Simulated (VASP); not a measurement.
# TlBr (Pm-3m) in VASP: notebook, part 3 of 3

VASP 6.6.1. Earlier steps stand in the parts before.

## 6. Single point, r2SCAN

Input file POSCAR:

```
TlBr
1.0
    3.9949064133      0.0000000000      0.0000000000
    0.0000000000      3.9949064133      0.0000000000
    0.0000000000      0.0000000000      3.9949064133
Tl Br
1 1
Direct
    0.0000000000      0.0000000000      0.0000000000
    0.5000000000      0.5000000000      0.5000000000
```

Input file INCAR.step1:

```
SYSTEM = TlBr
ALGO = Normal
EDIFF = 1E-5
ENCUT = 550
GGA = PE
GGA_COMPAT = .FALSE.
ISMEAR = 0
LASPH = .TRUE.
LCHARG = .FALSE.
LREAL = .FALSE.
LWAVE = .TRUE.
NBANDS = 17
NELM = 120
PREC = Accurate
SIGMA = 0.01
```

Input file INCAR.step2:

```
SYSTEM = TlBr
ALGO = Normal
EDIFF = 1E-6
ENCUT = 550
GGA_COMPAT = .FALSE.
ISIF = 2
ISMEAR = 0
ISTART = 1
LASPH = .TRUE.
LCHARG = .FALSE.
LMIXTAU = .TRUE.
LREAL = .FALSE.
LWAVE = .FALSE.
METAGGA = R2SCAN
NBANDS = 17
NELM = 120
PREC = Accurate
SIGMA = 0.01
```

Input file KPOINTS:

```
k-points
0
G
  4 4 4
  0 0 0
```

Potentials or basis: VASP PAW PBE potentials, release 64 (Tl_d, Br).

Started as:

```bash
$ cat potpaw_PBE.64/Tl_d/POTCAR potpaw_PBE.64/Br/POTCAR > POTCAR
$ cp INCAR.step1 INCAR
$ mpirun -np 1 vasp_std > vasp.out
$ cp INCAR.step2 INCAR
$ mpirun -np 1 vasp_std > vasp.out
```

OUTCAR:

```text
SYSTEM = TlBr
   EDIFF = 1E-6
   ENCUT = 550
   ISIF = 2
   ISMEAR = 0
   ISTART = 1
   LASPH = .TRUE.
   LREAL = .FALSE.
   METAGGA = R2SCAN
   NELM = 120
   PREC = Accurate

 ion  position               nearest neighbor table
   1  0.000  0.000  0.000-   2 3.46   2 3.46   2 3.46   2 3.46   2 3.46   2 3.46   2 3.46   2 3.46

   2  0.500  0.500  0.500-   1 3.46   1 3.46   1 3.46   1 3.46   1 3.46   1 3.46   1 3.46   1 3.46

  LATTYP: Found a simple cubic cell.
 ALAT       =     3.9949064133

  Lattice vectors:

 A1 = (   3.9949064133,   0.0000000000,   0.0000000000)
 A2 = (   0.0000000000,   3.9949064133,   0.0000000000)
 A3 = (   0.0000000000,   0.0000000000,   3.9949064133)

Analysis of symmetry for initial positions (statically):
=====================================================================
 Subroutine PRICEL returns:
 Original cell was already a primitive cell.

 Routine SETGRP: Setting up the symmetry group for a
 simple cubic supercell.

 Subroutine GETGRP returns: Found 48 space group operations
 (whereof 48 operations were pure point group operations)
 out of a pool of 48 trial point group operations.

The static configuration has the point symmetry O_h .

Analysis of symmetry for dynamics (positions and initial velocities):
=====================================================================
 Subroutine PRICEL returns:
 Original cell was already a primitive cell.

 Routine SETGRP: Setting up the symmetry group for a
 simple cubic supercell.

 Subroutine GETGRP returns: Found 48 space group operations
 (whereof 48 operations were pure point group operations)
 out of a pool of 48 trial point group operations.

The dynamic configuration has the point symmetry O_h .

 Subroutine INISYM returns: Found 48 space group operations
 (whereof 48 operations are pure point group operations),
 and found     1 'primitive' translations

----------------------------------------------------------------------------------------

                                     Primitive cell

  volume of cell :      63.7558

  direct lattice vectors                    reciprocal lattice vectors
     3.994906413  0.000000000  0.000000000     0.250318755  0.000000000  0.000000000
     0.000000000  3.994906413  0.000000000     0.000000000  0.250318755  0.000000000
     0.000000000  0.000000000  3.994906413     0.000000000  0.000000000  0.250318755

  length of vectors
     3.994906413  3.994906413  3.994906413     0.250318755  0.250318755  0.250318755

  position of ions in fractional coordinates (direct lattice)
     0.000000000  0.000000000  0.000000000
     0.500000000  0.500000000  0.500000000

  ion indices of the primitive-cell ions
   primitive index   ion index
                 1           1
                 2           2

----------------------------------------------------------------------------------------

 KPOINTS: k-points

Automatic generation of k-mesh.
 Grid dimensions read from file:
 generate k-points for:    4    4    4

 Generating k-lattice:

  Cartesian coordinates                     Fractional coordinates (reciprocal lattice)
     0.062579689  0.000000000  0.000000000     0.250000000  0.000000000  0.000000000
     0.000000000  0.062579689  0.000000000     0.000000000  0.250000000  0.000000000
     0.000000000  0.000000000  0.062579689     0.000000000  0.000000000  0.250000000

  Length of vectors
     0.062579689  0.062579689  0.062579689

  Shift w.r.t. Gamma in fractional coordinates (k-lattice)
     0.000000000  0.000000000  0.000000000

 Subroutine IBZKPT returns following result:
 ===========================================

 Found     10 irreducible k-points:

 Following reciprocal coordinates:
            Coordinates               Weight
  0.000000  0.000000  0.000000      1.000000
  0.250000  0.000000  0.000000      6.000000
  0.500000  0.000000  0.000000      3.000000
  0.250000  0.250000  0.000000     12.000000
  0.500000  0.250000  0.000000     12.000000
  0.500000  0.500000  0.000000      3.000000
  0.250000  0.250000  0.250000      8.000000
  0.500000  0.250000  0.250000     12.000000
  0.500000  0.500000  0.250000      6.000000
  0.500000  0.500000  0.500000      1.000000
   k-points           NKPTS =     10   k-points in BZ     NKDIM =     10   number of bands    NBANDS=     17
   number of dos      NEDOS =    301   number of ions     NIONS =      2
   total plane-waves  NPLWV =  32768
   dimension x,y,z NGX =    32 NGY =   32 NGZ =   32
   dimension x,y,z NGXF=    64 NGYF=   64 NGZF=   64
   ions per type =               1   1
   NGX,Y,Z   is equivalent  to a cutoff of  13.32, 13.32, 13.32 a.u.
   NGXF,Y,Z  is equivalent  to a cutoff of  26.63, 26.63, 26.63 a.u.
 SYSTEM =  TlBr
   PREC   = accura    normal or accurate (medium, high low for compatibility)
   ISTART =      1    job   : 0-new  1-cont  2-samecut
   ICHARG =      0    charge: 1-file 2-atom 10-const
   ISPIN  =      1    spin polarized calculation?
   LNONCOLLINEAR =      F non collinear calculations
   LSORBIT =      F    spin-orbit coupling
   LASPH  =      T    aspherical Exc in radial PAW
   ENCUT  =  550.0 eV  40.42 Ry    6.36 a.u.   7.64  7.64  7.64*2*pi/ulx,y,z
   NELM   =    120;   NELMIN=  2; NELMDL=  0     # of ELM steps
   EDIFF  = 0.1E-05   stopping-criterion for ELM
   LREAL  =      F    real-space projection
   EDIFFG = 0.1E-04   stopping-criterion for IOM
   NSW    =      0    number of steps for IOM
   IBRION =     -1    ionic relax: 0-MD 1-quasi-New 2-CG
   NFREE  =      0    steps in history (QN), initial steepest desc. (CG)
   ISIF   =      2    stress and relaxation
   ISYM   =      2    0-nonsym 1-usesym 2-fastsym
   POTIM  = 0.5000    time-step for ionic-motion
   TEBEG  =    0.0;   TEEND  =   0.0 temperature during run
   PSTRESS=    0.0 pullay stress
   NELECT =      20.0000    total number of electrons
   NUPDOWN=      -1.0000    fix difference up-down
   EMIN   =  10.00;   EMAX   =-10.00  energy-range for DOS
   EFERMI =   0.00;   METHOD = LEGACY
   ISMEAR =     0;   SIGMA  =   0.01  broadening in eV -4-tet -1-fermi 0-gaus
   EFERMI_NEDOS =   21; number of points for ismear=-14 and -15
   IALGO  =     38    algorithm
   IMIX   =      4    mixing-type and parameters
     AMIX     =   0.40;   BMIX     =  1.00
     AMIX_MAG =   1.60;   BMIX_MAG =  1.00
  volume/ion in A,a.u.               =      31.88       215.12
  Fermi-wavevector in a.u.,A,eV,Ry     =   1.112359  2.102053 16.835061  1.237342
  Thomas-Fermi vector in A             =   2.248932
   LORBIT       =      0    0 simple, 1 ext, 2 COOP (PROOUT), +10 PAW based schemes
   METAGGA = R2SCAN    functional components
   LHFCALC =     F    Hartree Fock is set to
   AEXX    =    0.0000 exact exchange contribution
   IVDW    =     0    specifies the selected vdW correction
   LEPSILON=     F    determine dielectric tensor
   LRPA    =     F    only Hartree local field effects (RPA)
 non-spin polarized calculation
 Gauss-broadening in eV      SIGMA  =   0.01
  energy-cutoff  :      550.00
  volume of cell :       63.76
 maximum number of plane-waves:      1888
 NGX is ok and might be reduce to    32
   NGX = 15   NGY = 15   NGZ = 15

 number of electron      20.0000001 magnetization

 Free energy of the ion-electron system (eV)
  ---------------------------------------------------
  ext. energy  EPLUGINS =         0.00000000
  ---------------------------------------------------
  free energy    TOTEN  =       -68.37266713 eV

  energy without entropy =      -68.37266713  energy(sigma->0) =      -68.37266713

 E-fermi :   2.0261     XC(G=0):  -9.3697

 val. band max:        1.9606849212   @ k =   0.5000   0.0000   0.0000
 cond. band min:       4.2868825636   @ k =   0.5000   0.0000   0.0000
 fundamental gap:      2.3261976424
 Fermi energy:         2.0261346703

 k-point     1 :       0.0000    0.0000    0.0000
  band No.  band energies     occupation
      1     -12.1962      2.00000
      2      -8.4799      2.00000
      3      -8.4799      2.00000
      4      -8.3039      2.00000
      5      -8.3039      2.00000
      6      -8.3039      2.00000
[... 9 lines left out ...]
     16      13.7911      0.00000
     17      16.1103      0.00000
[... 161 lines left out ...]
 k-point    10 :       0.5000    0.5000    0.5000
  band No.  band energies     occupation
      1     -11.6587      2.00000
      2      -8.4308      2.00000
      3      -8.4308      2.00000
      4      -8.4308      2.00000
      5      -8.2574      2.00000
      6      -8.2574      2.00000
[... 9 lines left out ...]
     16      15.6303      0.00000
     17      19.1823      0.00000

------------------------ aborting loop because EDIFF is reached ----------------------------------------

  FORCE on cell =-STRESS in cart. coord.  units (eV):
  Direction    XX          YY          ZZ          XY          YZ          ZX
  --------------------------------------------------------------------------------------
  -------------------------------------------------------------------------------------
  Total        0.0395115      0.0395115      0.0395115     -0.0000000     -0.0000000      0.0000000
  in kB        0.9929198      0.9929198      0.9929198     -0.0000000     -0.0000000      0.0000000
  external PRESSURE =       0.9929198 kB  Pullay stress =       0.0000000 kB

 VOLUME and BASIS-vectors are now :
 -----------------------------------------------------------------------------
  energy-cutoff  :      550.00
  volume of cell :       63.76
      direct lattice vectors                 reciprocal lattice vectors
     3.994906413  0.000000000  0.000000000     0.250318755  0.000000000  0.000000000
     0.000000000  3.994906413  0.000000000     0.000000000  0.250318755  0.000000000
     0.000000000  0.000000000  3.994906413     0.000000000  0.000000000  0.250318755

 POSITION                                       TOTAL-FORCE (eV/Angst)
 -----------------------------------------------------------------------------------
      0.00000      0.00000      0.00000         0.000000      0.000000      0.000000
      1.99745      1.99745      1.99745         0.000000      0.000000      0.000000
 -----------------------------------------------------------------------------------
    total drift:                                0.000000      0.000000     -0.000000

  FREE ENERGIE OF THE ION-ELECTRON SYSTEM (eV)
  ---------------------------------------------------
  free  energy   TOTEN  =       -68.3726671300 eV

  energy  without entropy=      -68.3726671300  energy(sigma->0) =      -68.37266713
```

It took 79 s on 1 thread of Intel Xeon 8259CL, shared host; peak memory 0.19 GiB.

Results:

* Free energy: -68.3727 eV
* Pressure: 0.1 GPa
* Band gap on the k mesh: 2.33 eV, direct

Caveat: the PAW data sets were made with another functional, which shifts forces and pressure a little; spin-orbit coupling is left out, which moves the levels of the heavy elements.

## 7. Summary

| level | potentials or basis | k mesh | cutoff (eV) | gap on the mesh (eV) | pressure (GPa) |
| --- | --- | --- | --- | --- | --- |
| PBE | VASP PAW PBE potentials, release 64 (Tl_d, Br) | 4 × 4 × 4 | 500 | 1.88 | 1.0 |
| LDA | VASP PAW LDA potentials, release 64 (Tl_d, Br) | 4 × 4 × 4 | 500 | 1.67 | -2.8 |
| PBE | VASP PAW PBE potentials, release 64 (Tl_d, Br) | 6 × 6 × 6 | 500 | 1.89 | 0.9 |
| r2SCAN | VASP PAW PBE potentials, release 64 (Tl_d, Br) | 4 × 4 × 4 | 550 | 2.33 | 0.1 |

Alike in all rows: task single point; no spin polarisation; cell as given; smearing gaussian 0.01 eV.

Caveats: spin-orbit coupling is left out, which moves the levels of the heavy elements; the PAW data sets were made with another functional, which shifts forces and pressure a little (some runs).

Absolute energies hang on the potentials; compare differences alone.
